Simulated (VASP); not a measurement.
# Sb (Fm-3m) in VASP: further runs, part 2 of 3

VASP 6.6.1. Earlier steps stand in the parts before.

## 3. Single point, r2SCAN (volume scaled by 0.96)

Contents of POSCAR:

```
Sb
1.0
    0.0000000000      2.3542070539      2.3542070539
    2.3542070539      0.0000000000      2.3542070539
    2.3542070539      2.3542070539      0.0000000000
Sb
1
Direct
    0.0000000000      0.0000000000      0.0000000000
```

Contents of INCAR.step1:

```
ALGO = Normal
EDIFF = 1E-4
ENCUT = 520
GGA = PE
ISMEAR = -1
LASPH = T
LCHARG = F
LREAL = F
LWAVE = T
NBANDS = 8
NELM = 80
PREC = Accurate
SIGMA = 0.1
```

Contents of INCAR.step2:

```
ALGO = Normal
EDIFF = 1E-7
ENCUT = 520
ISIF = 2
ISMEAR = -1
ISTART = 1
LASPH = T
LCHARG = F
LMIXTAU = T
LREAL = F
LWAVE = F
METAGGA = R2SCAN
NBANDS = 8
NELM = 80
PREC = Accurate
SIGMA = 0.1
```

Contents of KPOINTS:

```
k-points
0
Gamma
  13 13 13
```

Potentials or basis: VASP PAW PBE potentials, release 64 (Sb).

The run is started by

```
$ cat potpaw_PBE.64/Sb/POTCAR > POTCAR
$ cp INCAR.step1 INCAR
$ mpirun -np 1 vasp_std > vasp.out
$ cp INCAR.step2 INCAR
$ mpirun -np 1 vasp_std > vasp.out
```

OUTCAR:

```text
EDIFF = 1E-7
   ENCUT = 520
   ISIF = 2
   ISMEAR = -1
   ISTART = 1
   LASPH = T
   LREAL = F
   METAGGA = R2SCAN
   NELM = 80
   PREC = Accurate

 ion  position               nearest neighbor table
   1  0.000  0.000  0.000-

  LATTYP: Found a face centered cubic cell.
 ALAT       =     4.7084141078

  Lattice vectors:

 A1 = (   0.0000000000,   2.3542070539,   2.3542070539)
 A2 = (   2.3542070539,   0.0000000000,   2.3542070539)
 A3 = (   2.3542070539,   2.3542070539,   0.0000000000)

Analysis of symmetry for initial positions (statically):
=====================================================================
 Subroutine PRICEL returns:
 Original cell was already a primitive cell.

 Routine SETGRP: Setting up the symmetry group for a
 face centered cubic supercell.

 Subroutine GETGRP returns: Found 48 space group operations
 (whereof 48 operations were pure point group operations)
 out of a pool of 48 trial point group operations.

The static configuration has the point symmetry O_h .
[... 158 lines left out ...]

 E-fermi :   8.8799     XC(G=0): -10.9831

 val. band max:        8.8774762458   @ k =   0.3077   0.1538   0.0769
 cond. band min:       8.8814312741   @ k =   0.4615   0.2308   0.0000
 fundamental gap:      0.0039550283
 Fermi energy:         8.8798577536

 k-point     1 :       0.0000    0.0000    0.0000
  band No.  band energies     occupation
      1      -4.9593      2.00000
      2      14.7709      0.00000
      3      14.7709      0.00000
      4      14.7709      0.00000
      5      19.4100      0.00000
      6      19.4100      0.00000
      7      19.4100      0.00000
      8      19.8837      0.00000
[... 243 lines left out ...]
 k-point    24 :       0.4615    0.1538    0.0000
  band No.  band energies     occupation
      1      -1.1181      2.00000
      2       4.0889      2.00000
      3      10.5162      0.00000
      4      11.5639      0.00000
      5      15.9814      0.00000
      6      20.4671      0.00000
      7      20.6736      0.00000
      8      22.7493      0.00000

 [... further k-points ...]

------------------------ aborting loop because EDIFF is reached ----------------------------------------

  FORCE on cell =-STRESS in cart. coord.  units (eV):
  Direction    XX          YY          ZZ          XY          YZ          ZX
  --------------------------------------------------------------------------------------
  -------------------------------------------------------------------------------------
  Total        0.4196658      0.4196658      0.4196658     -0.0000000     -0.0000000      0.0000000
  in kB       25.7661877     25.7661877     25.7661877     -0.0000000     -0.0000000      0.0000000
  external PRESSURE =      25.7661877 kB  Pullay stress =       0.0000000 kB

 VOLUME and BASIS-vectors are now :
 -----------------------------------------------------------------------------
  energy-cutoff  :      520.00
  volume of cell :       26.10
      direct lattice vectors                 reciprocal lattice vectors
     0.000000000  2.354207054  2.354207054    -0.212385737  0.212385737  0.212385737
     2.354207054  0.000000000  2.354207054     0.212385737 -0.212385737  0.212385737
     2.354207054  2.354207054  0.000000000     0.212385737  0.212385737 -0.212385737

 POSITION                                       TOTAL-FORCE (eV/Angst)
 -----------------------------------------------------------------------------------
      0.00000      0.00000      0.00000         0.000000      0.000000      0.000000
 -----------------------------------------------------------------------------------
    total drift:                                0.000000      0.000000      0.000000

  FREE ENERGIE OF THE ION-ELECTRON SYSTEM (eV)
  ---------------------------------------------------
  free  energy   TOTEN  =       -25.2283120085 eV

  energy  without entropy=      -25.2048323811  energy(sigma->0) =      -25.21657219
```

OUTCAR.step1:

```text
EDIFF = 1E-4
   ENCUT = 520
   GGA = PE
   ISMEAR = -1
   LASPH = T
   LREAL = F
[... 478 lines left out ...]

 POSITION                                       TOTAL-FORCE (eV/Angst)
 -----------------------------------------------------------------------------------
      0.00000      0.00000      0.00000         0.000000     -0.000000      0.000000
 -----------------------------------------------------------------------------------
    total drift:                                0.000000      0.000000      0.000000

  FREE ENERGIE OF THE ION-ELECTRON SYSTEM (eV)
  ---------------------------------------------------
  free  energy   TOTEN  =        -3.8157364053 eV

  energy  without entropy=       -3.7909959491  energy(sigma->0) =       -3.80336618
```

OSZICAR.step1:

```text
N       E                     dE             d eps       ncg     rms          rms(c)
DAV:   1     0.504304591761E+01    0.50430E+01   -0.16528E+03  1360   0.411E+02
DAV:   2    -0.372674344917E+01   -0.87698E+01   -0.85635E+01  1840   0.528E+01
DAV:   3    -0.382042324567E+01   -0.93680E-01   -0.91708E-01  1752   0.613E+00
DAV:   4    -0.382066066781E+01   -0.23742E-03   -0.23742E-03  2056   0.362E-01
DAV:   5    -0.382066084576E+01   -0.17795E-06   -0.17918E-06  1768   0.806E-03    0.179E+00
DAV:   6    -0.381748502863E+01    0.31758E-02   -0.16470E-03  1696   0.216E-01    0.103E+00
DAV:   7    -0.381572919908E+01    0.17558E-02   -0.35236E-03  1536   0.317E-01    0.512E-02
DAV:   8    -0.381573640533E+01   -0.72062E-05   -0.42829E-05  1656   0.520E-02
   1 F= -.38157364E+01 E0= -.38033662E+01  d E =-.247405E-01
```

Run time: 57 s. Hardware: 1 thread of Intel Xeon 6975P-C, shared host; peak memory 0.17 GiB.

Results:

```
Free energy : -25.2283 eV
Pressure    : 2.6 GPa
```

Levels at points of the mesh, in eV from the Fermi level:
```
           k point  band 1  band 2  band 3  band 4  band 5
(0.00, 0.00, 0.00)  -13.84    5.89    5.89    5.89   10.53
```

Caveat: the cell differs from its parent crystal (volume scaled by 0.96); the PAW data sets were made with another functional, which shifts forces and pressure a little; spin-orbit coupling is left out, which moves the levels of the heavy elements.

## 4. Single point, r2SCAN

This run uses another cell than the first one, of 27.18 Å³/atom, 1.087 times its volume.

Contents of POSCAR:

```
Sb
1.0
    0.0000000000      2.3864604735      2.3864604735
    2.3864604735      0.0000000000      2.3864604735
    2.3864604735      2.3864604735      0.0000000000
Sb
1
Direct
    0.0000000000      0.0000000000      0.0000000000
```

Contents of INCAR.step1:

```
PREC     = Accurate       # precision mode
ENCUT    = 520            # plane-wave cutoff, eV
ISMEAR   = -1             # smearing method
SIGMA    = 0.1            # smearing width, eV
LREAL    = False          # projectors in reciprocal space
LASPH    = True           # aspherical terms in the spheres
NELM     = 80             # most SCF steps
NBANDS   = 8              # bands
GGA      = PE             # functional
ALGO     = Normal         # electronic algorithm
EDIFF    = 1E-4           # SCF threshold, eV
LWAVE    = True           # write WAVECAR
LCHARG   = False          # write CHGCAR
```

Contents of INCAR.step2:

```
PREC     = Accurate       # precision mode
ENCUT    = 520            # plane-wave cutoff, eV
EDIFF    = 1E-6           # SCF threshold, eV
ISMEAR   = -1             # smearing method
SIGMA    = 0.1            # smearing width, eV
LREAL    = False          # projectors in reciprocal space
LASPH    = True           # aspherical terms in the spheres
NELM     = 80             # most SCF steps
ALGO     = Normal         # electronic algorithm
ISIF     = 2              # what is computed and relaxed
LWAVE    = False          # write WAVECAR
LCHARG   = False          # write CHGCAR
METAGGA  = R2SCAN         # meta-GGA
LMIXTAU  = True         
NBANDS   = 8              # bands
ISTART   = 1
```

Contents of KPOINTS:

```
Automatic mesh
0
Gamma
  13 13 13
```

The run is started by

```
$ cat potpaw_PBE.64/Sb/POTCAR > POTCAR
$ cp INCAR.step1 INCAR
$ mpirun -np 1 vasp_std > vasp.out
$ cp INCAR.step2 INCAR
$ mpirun -np 1 vasp_std > vasp.out
```

It took 60 s on 1 thread of Intel Xeon 6975P-C, shared host; peak memory 0.17 GiB.

It converged, with:

* Free energy: -25.2365 eV
* Pressure: -0.1 GPa

Levels at points of the mesh, in eV from the Fermi level:
```csv
k point,band 1,band 2,band 3,band 4,band 5,band 6
"(0.00, 0.00, 0.00)",-13.49,5.58,5.58,5.58,10.41,10.41
```

Caveat: the PAW data sets were made with another functional, which shifts forces and pressure a little; spin-orbit coupling is left out, which moves the levels of the heavy elements.

## 5. Single point, r2SCAN (volume scaled by 1.04)

Contents of POSCAR:

```
Sb
1.0
    0.0000000000      2.4178648706      2.4178648706
    2.4178648706      0.0000000000      2.4178648706
    2.4178648706      2.4178648706      0.0000000000
Sb
1
Direct
    0.0000000000      0.0000000000      0.0000000000
```

Contents of INCAR.step1:

```
SYSTEM = Sb
PREC = Accurate
ENCUT = 520
ISMEAR = -1
SIGMA = 0.1
LREAL = .FALSE.
LASPH = .TRUE.
NELM = 100
NBANDS = 8
GGA = PE
ALGO = Normal
EDIFF = 1E-4
LWAVE = .TRUE.
LCHARG = .FALSE.
```

Contents of INCAR.step2:

```
SYSTEM = Sb
PREC = Accurate
ENCUT = 520
EDIFF = 1E-7
ISMEAR = -1
SIGMA = 0.1
LREAL = .FALSE.
LASPH = .TRUE.
NELM = 100
ALGO = Normal
ISIF = 2
LWAVE = .FALSE.
LCHARG = .FALSE.
METAGGA = R2SCAN
LMIXTAU = .TRUE.
NBANDS = 8
ISTART = 1
```

Contents of KPOINTS:

```
Automatic mesh
0
G
  13 13 13
  0 0 0
```

Potentials or basis: VASP PAW PBE potentials, release 64 (Sb).

The run is started by

```
$ cat potpaw_PBE.64/Sb/POTCAR > POTCAR
$ cp INCAR.step1 INCAR
$ mpirun -np 1 vasp_std > vasp.out
$ cp INCAR.step2 INCAR
$ mpirun -np 1 vasp_std > vasp.out
```

OUTCAR:

```text
SYSTEM = Sb
   PREC = Accurate
   ENCUT = 520
   EDIFF = 1E-7
   ISMEAR = -1
   LREAL = .FALSE.
   LASPH = .TRUE.
   NELM = 100
   ISIF = 2
   METAGGA = R2SCAN
   ISTART = 1

 ion  position               nearest neighbor table
   1  0.000  0.000  0.000-

  LATTYP: Found a face centered cubic cell.
 ALAT       =     4.8357297412

  Lattice vectors:

 A1 = (   0.0000000000,   2.4178648706,   2.4178648706)
 A2 = (   2.4178648706,   0.0000000000,   2.4178648706)
 A3 = (   2.4178648706,   2.4178648706,   0.0000000000)

Analysis of symmetry for initial positions (statically):
=====================================================================
 Subroutine PRICEL returns:
 Original cell was already a primitive cell.

 Routine SETGRP: Setting up the symmetry group for a
 face centered cubic supercell.

 Subroutine GETGRP returns: Found 48 space group operations
 (whereof 48 operations were pure point group operations)
 out of a pool of 48 trial point group operations.

The static configuration has the point symmetry O_h .

Analysis of symmetry for dynamics (positions and initial velocities):
[... 160 lines left out ...]
 cond. band min:       7.8298270103   @ k =  -0.3846   0.4615   0.0769
 fundamental gap:      0.0276082278
 Fermi energy:         7.8184315264

 k-point     1 :       0.0000    0.0000    0.0000
  band No.  band energies     occupation
      1      -5.3483      2.00000
      2      13.0999      0.00000
      3      13.0999      0.00000
      4      13.0999      0.00000
      5      18.1036      0.00000
      6      18.1036      0.00000
      7      18.1036      0.00000
      8      18.8665      0.00000
[... 243 lines left out ...]
 k-point    24 :       0.4615    0.1538    0.0000
  band No.  band energies     occupation
      1      -1.8751      2.00000
      2       3.3809      2.00000
      3       9.2711      0.00000
      4      10.2736      0.00000
      5      14.8902      0.00000
      6      18.8139      0.00000
      7      19.2647      0.00000
      8      21.2432      0.00000

 [... further k-points ...]

------------------------ aborting loop because EDIFF is reached ----------------------------------------

  FORCE on cell =-STRESS in cart. coord.  units (eV):
  Direction    XX          YY          ZZ          XY          YZ          ZX
  --------------------------------------------------------------------------------------
  -------------------------------------------------------------------------------------
  Total       -0.3971652     -0.3971652     -0.3971652     -0.0000000     -0.0000000      0.0000000
  in kB      -22.5089739    -22.5089739    -22.5089739     -0.0000000     -0.0000000      0.0000000
  external PRESSURE =     -22.5089739 kB  Pullay stress =       0.0000000 kB

 VOLUME and BASIS-vectors are now :
 -----------------------------------------------------------------------------
  energy-cutoff  :      520.00
  volume of cell :       28.27
      direct lattice vectors                 reciprocal lattice vectors
     0.000000000  2.417864871  2.417864871    -0.206794021  0.206794021  0.206794021
     2.417864871  0.000000000  2.417864871     0.206794021 -0.206794021  0.206794021
     2.417864871  2.417864871  0.000000000     0.206794021  0.206794021 -0.206794021

 POSITION                                       TOTAL-FORCE (eV/Angst)
 -----------------------------------------------------------------------------------
      0.00000      0.00000      0.00000         0.000000     -0.000000      0.000000
 -----------------------------------------------------------------------------------
    total drift:                                0.000000      0.000000      0.000000

  FREE ENERGIE OF THE ION-ELECTRON SYSTEM (eV)
  ---------------------------------------------------
  free  energy   TOTEN  =       -25.2282989860 eV

  energy  without entropy=      -25.2031654825  energy(sigma->0) =      -25.21573223
```

OSZICAR.step1:

```text
N       E                     dE             d eps       ncg     rms          rms(c)
DAV:   1     0.477442461299E+01    0.47744E+01   -0.16230E+03  1352   0.403E+02
DAV:   2    -0.372727067062E+01   -0.85017E+01   -0.81467E+01  1864   0.502E+01
DAV:   3    -0.382956593221E+01   -0.10230E+00   -0.10168E+00  1688   0.627E+00
DAV:   4    -0.382985633884E+01   -0.29041E-03   -0.29040E-03  2080   0.409E-01
DAV:   5    -0.382985684262E+01   -0.50378E-06   -0.50398E-06  1824   0.115E-02    0.155E+00
DAV:   6    -0.382651273178E+01    0.33441E-02   -0.23903E-03  1544   0.254E-01    0.871E-01
DAV:   7    -0.382483264297E+01    0.16801E-02   -0.49446E-03  1536   0.367E-01    0.623E-02
DAV:   8    -0.382485282003E+01   -0.20177E-04   -0.64795E-05  1760   0.623E-02
   1 F= -.38248528E+01 E0= -.38117873E+01  d E =-.261311E-01
```

Wall time 56 s (1 thread of Intel Xeon 6975P-C, shared host); peak memory 0.17 GiB.

What came out:

- Free energy: -25.2283 eV
- Pressure: -2.3 GPa

Caveat: the cell differs from its parent crystal (volume scaled by 1.04); the PAW data sets were made with another functional, which shifts forces and pressure a little; spin-orbit coupling is left out, which moves the levels of the heavy elements.

(Part 2 of 3 ends here.)
